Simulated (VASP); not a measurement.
# BeB15N15 (a cell with a defect) (Be_B-V_N) in VASP: a series of runs

Runs on BeB15N15 (a cell with a defect) (Be_B-V_N). Level: PBE. Tasks: single point.

All numbers are computed with VASP 6.6.1; they aren't measurements. Logs are shortened: lines on timing, memory, paths and dates and some standing lists are left out, and cuts for length are marked.

**1. The cell of the first run**

The cell holds a defect, 31 atoms: a = 6.277 Å, b = 6.277 Å, c = 6.277 Å, α = 109.47°, β = 109.47°, γ = 109.47°.

**2. Single point, PBE**

File INCAR:

```
SYSTEM = BeB15N15
PREC = Accurate
ENCUT = 520
EDIFF = 1E-6
ISMEAR = -1
SIGMA = 0.01
LREAL = Auto
LASPH = .TRUE.
NELM = 80
ALGO = Normal
ISIF = 2
LWAVE = .FALSE.
LCHARG = .FALSE.
GGA = PE
NBANDS = 82
```

File KPOINTS:

```
Automatic mesh
0
Gamma
  1 1 1
  0.25 0.25 0.25
```

File POSCAR:

```
BeB15N15
1.0
   -3.6241103844      3.6241103844     -3.6241103844
    3.6241103844      3.6241103844      3.6241103844
    3.6241103844     -3.6241103844     -3.6241103844
B Be N
15 1 15
Direct
   -0.0019083987     -0.0030621174     -0.0124004695
    0.0032538634      0.2486770424      0.7498202438
    0.0032475835      0.4996852143      0.4988008685
   -0.0018947747      0.7374158856      0.2470735525
    0.2498451508      0.0020942500      0.7498345882
    0.2498368072      0.4996837681      0.2522153472
    0.2485060714      0.7489845438     -0.0008922010
    0.5008681592      0.0020907627      0.4988081226
    0.5008564627      0.2486742440      0.2522163318
    0.4975378127      0.4963822092     -0.0015062124
    0.4975378334      0.7483527213      0.7465028832
    0.7386387501     -0.0030547748      0.2470578619
    0.7501461228      0.2473358422     -0.0008880837
    0.7495224927      0.4963761236      0.7465009450
    0.7501437877      0.7489831752      0.4974714554
    0.2465866384      0.2454253916      0.4955515040
   -0.0012326158      0.2472867307      0.0020341022
    0.0026608619      0.5000828201      0.7502063908
   -0.0012267651      0.7519152928      0.4974189768
    0.2484473608     -0.0023928416      0.0020466607
    0.2482775362      0.2471113044      0.7593370728
    0.2482731948      0.5091987541      0.4972393777
    0.2484518788      0.7519136201      0.2477349224
    0.5012433779      0.0014972025      0.7502083756
    0.5103667530      0.2471059843      0.4972378646
    0.5012423787      0.5000825676      0.2516289654
    0.5020293532      0.7495756287     -0.0002993429
    0.7530822832     -0.0023916728      0.4974144111
    0.7530665066      0.2472907963      0.2477325697
    0.7507382618      0.5008684911     -0.0002955903
    0.7507325222      0.7495690765      0.7509922004
```

Potentials or basis: VASP PAW PBE potentials, release 64 (B, Be, N).

Started as:

```sh
> cat potpaw_PBE.64/B/POTCAR potpaw_PBE.64/Be/POTCAR potpaw_PBE.64/N/POTCAR > POTCAR
> mpirun -np 1 vasp_std > vasp.out
```

OUTCAR:

```text
SYSTEM = BeB15N15
   PREC = Accurate
   ENCUT = 520
   EDIFF = 1E-6
   ISMEAR = -1
   LREAL = Auto
   LASPH = .TRUE.
   NELM = 80
   ISIF = 2
   GGA = PE

 ion  position               nearest neighbor table
   1  0.998  0.997  0.988-  31 1.53  17 1.54  20 1.54
   2  0.003  0.249  0.750-  21 1.52  28 1.58  18 1.58  17 1.60
   3  0.003  0.500  0.499-  22 1.52  29 1.58  18 1.58  19 1.60
   4  0.998  0.737  0.247-  30 1.53  19 1.54  23 1.54
   5  0.250  0.002  0.750-  21 1.52  19 1.58  24 1.58  20 1.60
   6  0.250  0.500  0.252-  22 1.52  17 1.58  26 1.58  23 1.60
   7  0.249  0.749  0.999-  20 1.55  23 1.55  18 1.56  27 1.59
   8  0.501  0.002  0.499-  25 1.52  23 1.58  24 1.58  28 1.60
   9  0.501  0.249  0.252-  25 1.52  20 1.58  26 1.58  29 1.60
  10  0.498  0.496  0.998-  21 1.54  26 1.57  27 1.58  30 1.58
  11  0.498  0.748  0.747-  22 1.54  24 1.57  31 1.58  27 1.58
  12  0.739  0.997  0.247-  27 1.53  29 1.54  28 1.54
  13  0.750  0.247  0.999-  29 1.55  17 1.55  24 1.56  30 1.59
  14  0.750  0.496  0.747-  25 1.54  18 1.57  31 1.58  30 1.58
  15  0.750  0.749  0.497-  28 1.55  19 1.55  26 1.56  31 1.59
  16  0.247  0.245  0.496-  22 1.65  25 1.65  21 1.65
  17  0.999  0.247  0.002-   1 1.54  13 1.55   6 1.58   2 1.60
  18  0.003  0.500  0.750-   7 1.56  14 1.57   3 1.58   2 1.58
  19  0.999  0.752  0.497-   4 1.54  15 1.55   5 1.58   3 1.60
  20  0.248  0.998  0.002-   1 1.54   7 1.55   9 1.58   5 1.60
  21  0.248  0.247  0.759-   5 1.52   2 1.52  10 1.54  16 1.65
  22  0.248  0.509  0.497-   6 1.52   3 1.52  11 1.54  16 1.65
  23  0.248  0.752  0.248-   4 1.54   7 1.55   8 1.58   6 1.60
  24  0.501  0.001  0.750-  13 1.56  11 1.57   5 1.58   8 1.58
  25  0.510  0.247  0.497-   8 1.52   9 1.52  14 1.54  16 1.65
  26  0.501  0.500  0.252-  15 1.56  10 1.57   6 1.58   9 1.58
  27  0.502  0.750  1.000-  12 1.53  11 1.58  10 1.58   7 1.59
  28  0.753  0.998  0.497-  12 1.54  15 1.55   2 1.58   8 1.60
  29  0.753  0.247  0.248-  12 1.54  13 1.55   3 1.58   9 1.60
  30  0.751  0.501  1.000-   4 1.53  14 1.58  10 1.58  13 1.59
  31  0.751  0.750  0.751-   1 1.53  14 1.58  11 1.58  15 1.59

  LATTYP: Found a body centered cubic cell.
 ALAT       =     7.2482207688

  Lattice vectors:

 A1 = (  -3.6241103844,   3.6241103844,  -3.6241103844)
 A2 = (   3.6241103844,   3.6241103844,   3.6241103844)
 A3 = (   3.6241103844,  -3.6241103844,  -3.6241103844)

Analysis of symmetry for initial positions (statically):
=====================================================================
 Subroutine PRICEL returns:
 Original cell was already a primitive cell.

 Routine SETGRP: Setting up the symmetry group for a
 body centered cubic supercell.

 Subroutine GETGRP returns: Found  2 space group operations
 (whereof  1 operations were pure point group operations)
 out of a pool of 48 trial point group operations.

The static configuration has the point symmetry C_1 .
 The point group associated with its full space group is C_1h.

Analysis of symmetry for dynamics (positions and initial velocities):
=====================================================================
 Subroutine PRICEL returns:
 Original cell was already a primitive cell.

 Routine SETGRP: Setting up the symmetry group for a
 body centered cubic supercell.

 Subroutine GETGRP returns: Found  2 space group operations
 (whereof  1 operations were pure point group operations)
 out of a pool of 48 trial point group operations.

The dynamic configuration has the point symmetry C_1 .
 The point group associated with its full space group is C_1h.

 Subroutine INISYM returns: Found  2 space group operations
 (whereof  1 operations are pure point group operations),
 and found     1 'primitive' translations

----------------------------------------------------------------------------------------

                                     Primitive cell

  volume of cell :     190.3988

  direct lattice vectors                    reciprocal lattice vectors
    -3.624110384  3.624110384 -3.624110384     0.000000000  0.137964893 -0.137964893
     3.624110384  3.624110384  3.624110384     0.137964893  0.137964893  0.000000000
     3.624110384 -3.624110384 -3.624110384     0.137964893  0.000000000 -0.137964893

  length of vectors
     6.277143318  6.277143318  6.277143318     0.195111822  0.195111822  0.195111822

  position of ions in fractional coordinates (direct lattice)
     0.998091601  0.996937883  0.987599530
     0.003253863  0.248677042  0.749820244
     0.003247583  0.499685214  0.498800868
     0.998105225  0.737415886  0.247073552
     0.249845151  0.002094250  0.749834588
     0.249836807  0.499683768  0.252215347
[... 23 lines left out ...]
     0.750738262  0.500868491  0.999704410
     0.750732522  0.749569077  0.750992200

  ion indices of the primitive-cell ions
   primitive index   ion index
                 1           1
                 2           2
                 3           3
                 4           4
                 5           5
                 6           6
[... 23 lines left out ...]
                30          30
                31          31

----------------------------------------------------------------------------------------

 KPOINTS: Automatic mesh

Automatic generation of k-mesh.
 Grid dimensions read from file:
 generate k-points for:    1    1    1

 Generating k-lattice:

  Cartesian coordinates                     Fractional coordinates (reciprocal lattice)
     0.000000000  0.137964893 -0.137964893     1.000000000  0.000000000  0.000000000
     0.137964893  0.137964893  0.000000000     0.000000000  1.000000000  0.000000000
     0.137964893  0.000000000 -0.137964893     0.000000000  0.000000000  1.000000000

  Length of vectors
     0.195111822  0.195111822  0.195111822

  Shift w.r.t. Gamma in fractional coordinates (k-lattice)
     0.250000000  0.250000000  0.250000000

 Subroutine IBZKPT returns following result:
 ===========================================

 Found      1 irreducible k-points:

 Following reciprocal coordinates:
            Coordinates               Weight
  0.250000  0.250000  0.250000      2.000000
   k-points           NKPTS =      1   k-points in BZ     NKDIM =      1   number of bands    NBANDS=     82
   number of dos      NEDOS =    301   number of ions     NIONS =     31
   total plane-waves  NPLWV = 110592
   dimension x,y,z NGX =    48 NGY =   48 NGZ =   48
   dimension x,y,z NGXF=    96 NGYF=   96 NGZF=   96
   ions per type =              15   1  15
   NGX,Y,Z   is equivalent  to a cutoff of  12.71, 12.71, 12.71 a.u.
   NGXF,Y,Z  is equivalent  to a cutoff of  25.42, 25.42, 25.42 a.u.
 SYSTEM =  BeB15N15
   PREC   = accura    normal or accurate (medium, high low for compatibility)
   ISTART =      0    job   : 0-new  1-cont  2-samecut
   ICHARG =      2    charge: 1-file 2-atom 10-const
   ISPIN  =      1    spin polarized calculation?
   LNONCOLLINEAR =      F non collinear calculations
   LSORBIT =      F    spin-orbit coupling
   LASPH  =      T    aspherical Exc in radial PAW
   ENCUT  =  520.0 eV  38.22 Ry    6.18 a.u.  11.67 11.67 11.67*2*pi/ulx,y,z
   NELM   =     80;   NELMIN=  2; NELMDL= -5     # of ELM steps
   EDIFF  = 0.1E-05   stopping-criterion for ELM
   LREAL  =      T    real-space projection
   EDIFFG = 0.1E-04   stopping-criterion for IOM
   NSW    =      0    number of steps for IOM
   IBRION =     -1    ionic relax: 0-MD 1-quasi-New 2-CG
   NFREE  =      0    steps in history (QN), initial steepest desc. (CG)
   ISIF   =      2    stress and relaxation
   ISYM   =      2    0-nonsym 1-usesym 2-fastsym
   POTIM  = 0.5000    time-step for ionic-motion
   TEBEG  =    0.0;   TEEND  =   0.0 temperature during run
   PSTRESS=    0.0 pullay stress
   NELECT =     122.0000    total number of electrons
   NUPDOWN=      -1.0000    fix difference up-down
   EMIN   =  10.00;   EMAX   =-10.00  energy-range for DOS
   EFERMI =   0.00;   METHOD = LEGACY
   ISMEAR =    -1;   SIGMA  =   0.01  broadening in eV -4-tet -1-fermi 0-gaus
   EFERMI_NEDOS =   21; number of points for ismear=-14 and -15
   IALGO  =     38    algorithm
   IMIX   =      4    mixing-type and parameters
     AMIX     =   0.40;   BMIX     =  1.00
     AMIX_MAG =   1.60;   BMIX_MAG =  1.00
  volume/ion in A,a.u.               =       6.14        41.45
  Fermi-wavevector in a.u.,A,eV,Ry     =   1.411367  2.667097 27.102226  1.991957
  Thomas-Fermi vector in A             =   2.533226
   LORBIT       =      0    0 simple, 1 ext, 2 COOP (PROOUT), +10 PAW based schemes
   GGA     = PE    functional components
   LHFCALC =     F    Hartree Fock is set to
   AEXX    =    0.0000 exact exchange contribution
   IVDW    =     0    specifies the selected vdW correction
   LEPSILON=     F    determine dielectric tensor
   LRPA    =     F    only Hartree local field effects (RPA)
 non-spin polarized calculation
  energy-cutoff  :      520.00
  volume of cell :      190.40
 maximum number of plane-waves:      5072
 NGX is ok and might be reduce to    48
   NGX = 23   NGY = 23   NGZ = 23

 number of electron     122.0000016 magnetization

 Free energy of the ion-electron system (eV)
  ---------------------------------------------------
  ext. energy  EPLUGINS =         0.00000000
  ---------------------------------------------------
  free energy    TOTEN  =      -262.41451188 eV

  energy without entropy =     -262.41451188  energy(sigma->0) =     -262.41451188

 E-fermi :   6.8444     XC(G=0): -12.5641

 val. band max:        6.5993602966   @ k =   0.2500   0.2500   0.2500
 cond. band min:      11.4445166436   @ k =   0.2500   0.2500   0.2500
 fundamental gap:      4.8451563469
 Fermi energy:         6.8444280193

 k-point     1 :       0.2500    0.2500    0.2500
  band No.  band energies     occupation
      1     -11.7683      2.00000
      2     -11.7677      2.00000
      3     -11.6377      2.00000
      4     -11.0094      2.00000
      5      -8.7316      2.00000
      6      -8.7310      2.00000
[... 65 lines left out ...]
     72      15.0109      0.00000
     73      15.2379      0.00000
 [bands above 73 left out]

------------------------ aborting loop because EDIFF is reached ----------------------------------------

  FORCE on cell =-STRESS in cart. coord.  units (eV):
  Direction    XX          YY          ZZ          XY          YZ          ZX
  --------------------------------------------------------------------------------------
  -------------------------------------------------------------------------------------
  Total        1.6263071      1.6263071      1.6300476     -1.3932772      1.4021402      1.4021397
  in kB       13.6851289     13.6851289     13.7166047    -11.7242172     11.7987982     11.7987941
  external PRESSURE =      13.6956208 kB  Pullay stress =       0.0000000 kB

 VOLUME and BASIS-vectors are now :
 -----------------------------------------------------------------------------
  energy-cutoff  :      520.00
  volume of cell :      190.40
      direct lattice vectors                 reciprocal lattice vectors
    -3.624110384  3.624110384 -3.624110384     0.000000000  0.137964893 -0.137964893
     3.624110384  3.624110384  3.624110384     0.137964893  0.137964893  0.000000000
     3.624110384 -3.624110384 -3.624110384     0.137964893  0.000000000 -0.137964893

 POSITION                                       TOTAL-FORCE (eV/Angst)
 -----------------------------------------------------------------------------------
      3.57499      3.65104     -3.58335         0.013711     -0.013519     -0.015140
      3.60687     -1.80441     -1.82799         0.008026     -0.007526      0.007484
      3.60685      0.01497     -0.00856         0.009719     -0.006740      0.007889
     -0.04935      5.39430     -1.84019         0.015955      0.015955      0.015921
      1.81961     -1.80443     -3.61536        -0.007845     -0.007582     -0.007305
      1.81953      1.80229     -0.00858        -0.006740      0.009719      0.007889
[... 23 lines left out ...]
      2.71748      0.91292     -4.52859        -0.006153     -0.006153      0.005525
      2.71746      2.71558     -2.72590        -0.005244     -0.005415      0.005421
 -----------------------------------------------------------------------------------
    total drift:                               -0.027281      0.027772      0.001749

  FREE ENERGIE OF THE ION-ELECTRON SYSTEM (eV)
  ---------------------------------------------------
  free  energy   TOTEN  =      -262.4145118834 eV

  energy  without entropy=     -262.4145118834  energy(sigma->0) =     -262.41451188
```

It took 48 s on 1 thread of Intel Xeon Platinum 8259CL at 2.50GHz (Skylake/Cascade Lake), shared host; peak memory 0.33 GiB.

What came out:

```
Free energy            : -262.4145 eV
Pressure               : 1.4 GPa
Largest force          : 0.028 eV/Å
Band gap on the k mesh : 4.85 eV
```

Forces on the atoms (eV/Å):
```
B    0.014 -0.014 -0.015
B    0.008 -0.008  0.007
B    0.010 -0.007  0.008
B    0.016  0.016  0.016
B   -0.008 -0.008 -0.007
B   -0.007  0.010  0.008
B   -0.003  0.003 -0.004
B   -0.008 -0.008 -0.007
B   -0.008  0.008  0.007
B    0.002  0.006 -0.003
B    0.003  0.003 -0.005
B   -0.014  0.014 -0.015
B    0.003  0.003  0.005
B    0.006  0.002 -0.003
B    0.003 -0.003 -0.004
Be  -0.008 -0.008  0.008
N    0.001  0.006  0.001
N   -0.004 -0.001  0.000
N    0.000 -0.003 -0.008
N   -0.002  0.007 -0.001
N   -0.001  0.005  0.002
N   -0.001 -0.001 -0.003
N   -0.003  0.000 -0.008
N   -0.001 -0.001  0.003
N    0.005 -0.001  0.002
N   -0.001 -0.004  0.000
N   -0.005 -0.005  0.005
N    0.007 -0.002 -0.001
N    0.006  0.001  0.001
N   -0.006 -0.006  0.006
N   -0.005 -0.005  0.005
```

Stress tensor (GPa, compression positive):
```
 1.37 -1.17  1.18
-1.17  1.37  1.18
 1.18  1.18  1.37
```

Caveat: the k points lie up to 1.23 Å⁻¹ apart.

**3. Single point, PBE**

File INCAR:

```
SYSTEM = BeB15N15
PREC     = Accurate       ! precision mode
ENCUT    = 520            ! plane-wave cutoff, eV
EDIFF    = 1E-6           ! SCF threshold, eV
ISMEAR   = -1             ! smearing method
SIGMA    = 0.01           ! smearing width, eV
LREAL    = Auto         
LASPH    = .TRUE.         ! aspherical terms in the spheres
NELM     = 100            ! most SCF steps
ALGO     = Normal         ! electronic algorithm
ISIF     = 2              ! what is computed and relaxed
LWAVE    = .FALSE.        ! write WAVECAR
LCHARG   = .FALSE.        ! write CHGCAR
GGA      = PE             ! functional
NELECT   = 120.0        
NBANDS   = 82             ! bands
```

KPOINTS is that of step 2.

File POSCAR:

```
BeB15N15
1.0
   -3.6241103844      3.6241103844     -3.6241103844
    3.6241103844      3.6241103844      3.6241103844
    3.6241103844     -3.6241103844     -3.6241103844
B Be N
15 1 15
Direct
    0.0007230840     -0.0013911302     -0.0580701486
    0.0054685876      0.2520473403      0.7461810319
    0.0054768392      0.4962593213      0.5019861473
    0.0007224056      0.6919951890      0.2485362962
    0.2541647241      0.0033516900      0.7461851100
    0.2541676875      0.4962533843      0.2532893083
    0.2427476426      0.7465371178     -0.0035263869
    0.4983679018      0.0033541604      0.5019825226
    0.4983614007      0.2520466493      0.2532843568
    0.5009628994      0.4988495278      0.0048467296
    0.5009695966      0.7549238415      0.7487839166
    0.6941169625     -0.0013898149      0.2485381506
    0.7486586716      0.2406317664     -0.0035248347
    0.7570335216      0.4988503205      0.7487789610
    0.7486561021      0.7465381001      0.4905602795
    0.2978627859      0.2957478271      0.5456798832
    0.0000091842      0.2455592563      0.0014939186
    0.0048303528      0.5004592961      0.7503954395
    0.0000097160      0.7515537735      0.4954921287
    0.2476723910     -0.0021101888      0.0014902622
    0.2511311982      0.2490146091      0.7621634349
    0.2511466712      0.5122515763      0.4989600789
    0.2476742808      0.7515598578      0.2478267254
    0.5025830210      0.0027202158      0.7504000535
    0.5143503164      0.2490193823      0.4989511196
    0.5025794627      0.5004609275      0.2526439156
    0.5038665495      0.7518145473      0.0017481975
    0.7536754894     -0.0021089323      0.4954883936
    0.7536838468      0.2455575342      0.2478269665
    0.7539305000      0.5017630895      0.0017466238
    0.7539322862      0.7518155548      0.7516852645
```

Potentials or basis: VASP PAW PBE potentials, release 64 (B, Be, N).

Started as:

```sh
> cat potpaw_PBE.64/B/POTCAR potpaw_PBE.64/Be/POTCAR potpaw_PBE.64/N/POTCAR > POTCAR
> mpirun -np 1 vasp_std > vasp.out
```

Run time: 48 s. Hardware: 1 thread of Intel Xeon Platinum 8259CL at 2.50GHz (Skylake/Cascade Lake), shared host; peak memory 0.33 GiB.

The run converged. Its results:

| Quantity | Value |
| --- | --- |
| Free energy | -277.8529 eV |
| Largest force | 0.020 eV/Å |

Forces on the atoms (eV/Å):
```
B    0.006 -0.006 -0.006
B    0.004 -0.014  0.004
B    0.003 -0.004  0.014
B    0.006  0.006  0.005
B   -0.004 -0.013 -0.004
B   -0.004  0.003  0.014
B    0.001  0.008 -0.008
B   -0.013 -0.004 -0.004
B   -0.014  0.004  0.004
B   -0.003  0.014  0.003
B   -0.003 -0.003 -0.015
B   -0.006  0.006 -0.006
B    0.008  0.008  0.000
B    0.014 -0.003  0.003
B    0.008  0.001 -0.008
Be  -0.004 -0.004  0.005
N    0.012  0.011  0.006
N   -0.002 -0.001  0.001
N    0.012 -0.005 -0.011
N   -0.006  0.011 -0.012
N   -0.003  0.008  0.003
N   -0.004 -0.004 -0.008
N   -0.005  0.012 -0.011
N   -0.001 -0.001  0.002
N    0.008 -0.003  0.003
N   -0.001 -0.002  0.001
N   -0.017 -0.007  0.007
N    0.011 -0.006 -0.012
N    0.011  0.012  0.006
N   -0.008 -0.008  0.016
N   -0.007 -0.017  0.007
```

Levels at points of the mesh, in eV from the Fermi level:
```tsv
k point	band 57	band 58	band 59	band 60	band 61	band 62	band 63	band 64
(0.25, 0.25, 0.25)	-0.83	-0.73	-0.27	-0.27	2.49	5.26	5.26	6.83
```

Caveat: the k points lie up to 1.23 Å⁻¹ apart; the cell carries a net charge on a neutralising background, which shifts energy and pressure; the cell is charged against a uniform background, so pressure and absolute levels hang on convention.

(Part 1 of 3 ends here.)
